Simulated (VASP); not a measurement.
# ZnS (P6_3mc) in VASP: single point with PBEsol+D4

Aim: the single point of ZnS with PBEsol+D4.

Everything below comes from runs of VASP 6.6.1. Logs are shortened: lines on timing, memory, paths and dates and some standing lists are left out, and cuts for length are marked.

## Step 1: The cell of the first run

Symmetry: P6_3mc, No. 186, hexagonal system. Conventional cell: a = 3.811 Å, b = 3.811 Å, c = 6.234 Å, α = 90.00°, β = 90.00°, γ = 120.00°. Within 3.1 Å of Zn (site symmetry 3m) lie 4 S at 2.31 to 2.40 Å. S (site symmetry 3m) has 4 Zn at 2.31 to 2.40 Å within 3.1 Å.

## Step 2: Single point, PBEsol+D4

INCAR

```
SYSTEM = ZnS
PREC = Accurate
ENCUT = 500
EDIFF = 1E-6
ISMEAR = 0
SIGMA = 0.01
LREAL = .FALSE.
LASPH = .TRUE.
NELM = 120
ALGO = Normal
ISIF = 2
LWAVE = .FALSE.
LCHARG = .FALSE.
GGA = PS
IVDW = 13
NBANDS = 26
GGA_COMPAT = .FALSE.
```

KPOINTS

```
regular mesh
0
G
  6 6 4
  0 0 0
```

POSCAR

```
ZnS
1.0
    3.8110000000      0.0000000000      0.0000000000
   -1.9055000000      3.3004230000      0.0000000000
    0.0000000000      0.0000000000      6.2340000000
Zn S
2 2
Direct
    0.3333333333      0.6666666667      0.0000000000
    0.6666666667      0.3333333333      0.5000000000
    0.3333333333      0.6666666667      0.3850000000
    0.6666666667      0.3333333333      0.8850000000
```

Potentials or basis: VASP PAW PBE potentials, release 64 (Zn, S).

Started as:

```console
> cat potpaw_PBE.64/Zn/POTCAR potpaw_PBE.64/S/POTCAR > POTCAR
> mpirun -np 1 vasp_std > vasp.out
```

OUTCAR:

```text
SYSTEM = ZnS
   PREC = Accurate
   ENCUT = 500
   EDIFF = 1E-6
   ISMEAR = 0
   LREAL = .FALSE.
   LASPH = .TRUE.
   NELM = 120
   ISIF = 2
   GGA = PS
   IVDW = 13

 ion  position               nearest neighbor table
   1  0.333  0.667  0.000-   4 2.31   4 2.31   4 2.31   3 2.40
   2  0.667  0.333  0.500-   3 2.31   3 2.31   3 2.31   4 2.40
   3  0.333  0.667  0.385-   2 2.31   2 2.31   2 2.31   1 2.40
   4  0.667  0.333  0.885-   1 2.31   1 2.31   1 2.31   2 2.40

  LATTYP: Found a hexagonal cell.
 ALAT       =     3.8110000000
 C/A-ratio  =     1.6357911309

  Lattice vectors:

 A1 = (   3.8110000000,   0.0000000000,   0.0000000000)
 A2 = (  -1.9055000000,   3.3004230000,   0.0000000000)
 A3 = (   0.0000000000,   0.0000000000,   6.2340000000)

Analysis of symmetry for initial positions (statically):
=====================================================================
 Subroutine PRICEL returns:
 Original cell was already a primitive cell.

 Routine SETGRP: Setting up the symmetry group for a
 hexagonal supercell.

 Subroutine GETGRP returns: Found 12 space group operations
 (whereof  6 operations were pure point group operations)
 out of a pool of 24 trial point group operations.

The static configuration has the point symmetry C_3v.
 The point group associated with its full space group is C_6v.

Analysis of symmetry for dynamics (positions and initial velocities):
=====================================================================
 Subroutine PRICEL returns:
 Original cell was already a primitive cell.

 Routine SETGRP: Setting up the symmetry group for a
 hexagonal supercell.

 Subroutine GETGRP returns: Found 12 space group operations
 (whereof  6 operations were pure point group operations)
 out of a pool of 24 trial point group operations.

The dynamic configuration has the point symmetry C_3v.
 The point group associated with its full space group is C_6v.

 Subroutine INISYM returns: Found 12 space group operations
 (whereof  6 operations are pure point group operations),
 and found     1 'primitive' translations

----------------------------------------------------------------------------------------

                                     Primitive cell

  volume of cell :      78.4107

  direct lattice vectors                    reciprocal lattice vectors
     3.811000000  0.000000000  0.000000000     0.262398321  0.151495733  0.000000000
    -1.905500000  3.300423000  0.000000000     0.000000000  0.302991465  0.000000000
     0.000000000  0.000000000  6.234000000     0.000000000  0.000000000  0.160410651

  length of vectors
     3.811000000  3.811000161  6.234000000     0.302991478  0.302991465  0.160410651

  position of ions in fractional coordinates (direct lattice)
     0.333333333  0.666666667  0.000000000
     0.666666667  0.333333333  0.500000000
     0.333333333  0.666666667  0.385000000
     0.666666667  0.333333333  0.885000000

  ion indices of the primitive-cell ions
   primitive index   ion index
                 1           1
                 2           2
                 3           3
                 4           4

----------------------------------------------------------------------------------------

 KPOINTS: regular mesh

Automatic generation of k-mesh.
 Grid dimensions read from file:
 generate k-points for:    6    6    4

 Generating k-lattice:

  Cartesian coordinates                     Fractional coordinates (reciprocal lattice)
     0.043733053  0.025249289  0.000000000     0.166666667  0.000000000  0.000000000
     0.000000000  0.050498578  0.000000000     0.000000000  0.166666667  0.000000000
     0.000000000  0.000000000  0.040102663     0.000000000  0.000000000  0.250000000

  Length of vectors
     0.050498580  0.050498578  0.040102663

  Shift w.r.t. Gamma in fractional coordinates (k-lattice)
     0.000000000  0.000000000  0.000000000

 Subroutine IBZKPT returns following result:
 ===========================================

 Found     21 irreducible k-points:

 Following reciprocal coordinates:
            Coordinates               Weight
  0.000000  0.000000  0.000000      1.000000
  0.166667  0.000000  0.000000      6.000000
  0.333333  0.000000  0.000000      6.000000
  0.500000  0.000000  0.000000      3.000000
  0.166667  0.166667  0.000000      6.000000
  0.333333  0.166667  0.000000     12.000000
[... 13 lines left out ...]
  0.333333  0.166667  0.500000     12.000000
  0.333333  0.333333  0.500000      2.000000
   k-points           NKPTS =     21   k-points in BZ     NKDIM =     21   number of bands    NBANDS=     26
   number of dos      NEDOS =    301   number of ions     NIONS =      4
   total plane-waves  NPLWV =  37632
   dimension x,y,z NGX =    28 NGY =   28 NGZ =   48
   dimension x,y,z NGXF=    56 NGYF=   56 NGZF=   96
   ions per type =               2   2
   NGX,Y,Z   is equivalent  to a cutoff of  12.21, 12.21, 12.80 a.u.
   NGXF,Y,Z  is equivalent  to a cutoff of  24.43, 24.43, 25.60 a.u.
 SYSTEM =  ZnS
   PREC   = accura    normal or accurate (medium, high low for compatibility)
   ISTART =      0    job   : 0-new  1-cont  2-samecut
   ICHARG =      2    charge: 1-file 2-atom 10-const
   ISPIN  =      1    spin polarized calculation?
   LNONCOLLINEAR =      F non collinear calculations
   LSORBIT =      F    spin-orbit coupling
   LASPH  =      T    aspherical Exc in radial PAW
   ENCUT  =  500.0 eV  36.75 Ry    6.06 a.u.   6.95  6.95 11.37*2*pi/ulx,y,z
   NELM   =    120;   NELMIN=  2; NELMDL= -5     # of ELM steps
   EDIFF  = 0.1E-05   stopping-criterion for ELM
   LREAL  =      F    real-space projection
   EDIFFG = 0.1E-04   stopping-criterion for IOM
   NSW    =      0    number of steps for IOM
   IBRION =     -1    ionic relax: 0-MD 1-quasi-New 2-CG
   NFREE  =      0    steps in history (QN), initial steepest desc. (CG)
   ISIF   =      2    stress and relaxation
   ISYM   =      2    0-nonsym 1-usesym 2-fastsym
   POTIM  = 0.5000    time-step for ionic-motion
   TEBEG  =    0.0;   TEEND  =   0.0 temperature during run
   PSTRESS=    0.0 pullay stress
   NELECT =      36.0000    total number of electrons
   NUPDOWN=      -1.0000    fix difference up-down
   EMIN   =  10.00;   EMAX   =-10.00  energy-range for DOS
   EFERMI =   0.00;   METHOD = LEGACY
   ISMEAR =     0;   SIGMA  =   0.01  broadening in eV -4-tet -1-fermi 0-gaus
   EFERMI_NEDOS =   21; number of points for ismear=-14 and -15
   IALGO  =     38    algorithm
   IMIX   =      4    mixing-type and parameters
     AMIX     =   0.40;   BMIX     =  1.00
     AMIX_MAG =   1.60;   BMIX_MAG =  1.00
  volume/ion in A,a.u.               =      19.60       132.29
  Fermi-wavevector in a.u.,A,eV,Ry     =   1.262943  2.386617 21.701646  1.595026
  Thomas-Fermi vector in A             =   2.396326
   LORBIT       =      0    0 simple, 1 ext, 2 COOP (PROOUT), +10 PAW based schemes
   GGA     = PS    functional components
   LHFCALC =     F    Hartree Fock is set to
   AEXX    =    0.0000 exact exchange contribution
   IVDW    =    13    specifies the selected vdW correction
   LEPSILON=     F    determine dielectric tensor
   LRPA    =     F    only Hartree local field effects (RPA)
 non-spin polarized calculation
 Gauss-broadening in eV      SIGMA  =   0.01
  energy-cutoff  :      500.00
  volume of cell :       78.41
 maximum number of plane-waves:      2012
 NGX is ok and might be reduce to    28
   NGX = 13   NGY = 13   NGZ = 23

 number of electron      35.9999977 magnetization

 Free energy of the ion-electron system (eV)
  ---------------------------------------------------
  ext. energy  EPLUGINS =         0.00000000
  ---------------------------------------------------
  free energy    TOTEN  =       -15.13777911 eV

  energy without entropy =      -15.13777911  energy(sigma->0) =      -15.13777911

 E-fermi :   2.1607     XC(G=0):  -9.8691

 val. band max:        2.0713980949   @ k =   0.0000   0.0000   0.0000
 cond. band min:       4.1865259019   @ k =   0.0000   0.0000   0.0000
 fundamental gap:      2.1151278070
 Fermi energy:         2.1606595567

 k-point     1 :       0.0000    0.0000    0.0000
  band No.  band energies     occupation
      1     -11.1380      2.00000
      2     -10.1966      2.00000
      3      -4.3328      2.00000
      4      -4.3328      2.00000
      5      -4.2692      2.00000
      6      -4.2692      2.00000
[... 18 lines left out ...]
     25       9.6173      0.00000
     26      11.2187      0.00000

 k-point     2 :       0.1667    0.0000    0.0000
  band No.  band energies     occupation
      1     -10.9498      2.00000
      2     -10.0909      2.00000
      3      -4.3471      2.00000
      4      -4.2902      2.00000
      5      -4.2573      2.00000
      6      -4.2130      2.00000
[... 18 lines left out ...]
     25      10.2074      0.00000
     26      10.4534      0.00000

 k-point     3 :       0.3333    0.0000    0.0000
  band No.  band energies     occupation
      1     -10.4972      2.00000
      2      -9.8992      2.00000
      3      -4.3306      2.00000
      4      -4.2184      2.00000
      5      -4.2082      2.00000
      6      -4.0923      2.00000
[... 18 lines left out ...]
     25      10.6404      0.00000
     26      11.6442      0.00000

 k-point     4 :       0.5000    0.0000    0.0000
  band No.  band energies     occupation
      1     -10.1838      2.00000
      2      -9.8559      2.00000
      3      -4.3016      2.00000
      4      -4.1928      2.00000
      5      -4.0896      2.00000
      6      -4.0296      2.00000
[... 18 lines left out ...]
     25      11.0083      0.00000
     26      13.2669      0.00000
[... 409 lines left out ...]
      1     -10.2972      2.00000
      2     -10.2972      2.00000
      3      -4.3049      2.00000
      4      -4.3049      2.00000
      5      -4.2001      2.00000
      6      -4.2001      2.00000
[... 18 lines left out ...]
     25      10.4604      0.00000
     26      10.4604      0.00000

 k-point    20 :       0.3333    0.1667    0.5000
  band No.  band energies     occupation
      1     -10.0148      2.00000
      2     -10.0148      2.00000
      3      -4.2449      2.00000
      4      -4.2449      2.00000
      5      -4.1159      2.00000
      6      -4.1159      2.00000
[... 18 lines left out ...]
     25      11.0806      0.00000
     26      11.0806      0.00000

 k-point    21 :       0.3333    0.3333    0.5000
  band No.  band energies     occupation
      1      -9.9179      2.00000
      2      -9.9179      2.00000
      3      -4.1481      2.00000
      4      -4.1481      2.00000
      5      -4.1375      2.00000
      6      -4.1375      2.00000
[... 18 lines left out ...]
     25      11.7276      0.00000
     26      11.7276      0.00000

------------------------ aborting loop because EDIFF is reached ----------------------------------------

  DFT-D4 for vdW energy calculation

  Edisp (eV):   -0.70789

  FORCE on cell =-STRESS in cart. coord.  units (eV):
  Direction    XX          YY          ZZ          XY          YZ          ZX
  --------------------------------------------------------------------------------------
  -------------------------------------------------------------------------------------
  Total      -0.91240    -0.91240    -1.83487     0.00000    -0.00000    -0.00000
  in kB     -18.64328   -18.64328   -37.49226     0.00000    -0.00000    -0.00000
  external pressure =      -24.93 kB  Pullay stress =        0.00 kB

 VOLUME and BASIS-vectors are now :
 -----------------------------------------------------------------------------
  energy-cutoff  :      500.00
  volume of cell :       78.41
      direct lattice vectors                 reciprocal lattice vectors
     3.811000000  0.000000000  0.000000000     0.262398321  0.151495733  0.000000000
    -1.905500000  3.300423000  0.000000000     0.000000000  0.302991465  0.000000000
     0.000000000  0.000000000  6.234000000     0.000000000  0.000000000  0.160410651

 POSITION                                       TOTAL-FORCE (eV/Angst)
 -----------------------------------------------------------------------------------
     -0.00000      2.20028      0.00000        -0.000000      0.000000      0.308409
      1.90550      1.10014      3.11700         0.000000      0.000000      0.308409
     -0.00000      2.20028      2.40009         0.000000     -0.000000     -0.308409
      1.90550      1.10014      5.51709        -0.000000      0.000000     -0.308409
 -----------------------------------------------------------------------------------
    total drift:                               -0.000000     -0.000000     -0.000116

  FREE ENERGIE OF THE ION-ELECTRON SYSTEM (eV)
  ---------------------------------------------------
  free  energy   TOTEN  =       -15.8456735180 eV

  energy  without entropy=      -15.8456735180  energy(sigma->0) =      -15.84567352
```

Run time: 60 s. Hardware: 1 thread of Intel Xeon 8259CL, shared host; peak memory 0.2 GiB.

Results:

```
Free energy                : -15.8457 eV
Pressure                   : -2.5 GPa
Largest force              : 0.308 eV/Å
Band gap on the k mesh     : 2.12 eV
Dispersion energy per atom : -0.177 eV
```

Forces on the atoms (eV/Å):
```
Zn   0.000  0.000  0.308
Zn   0.000  0.000  0.308
S    0.000  0.000 -0.308
S    0.000  0.000 -0.308
```

Caveat: the PAW data sets were made with another functional, which shifts forces and pressure a little. Expect the measured gap to be larger: semilocal functionals such as PBEsol lack the derivative discontinuity.
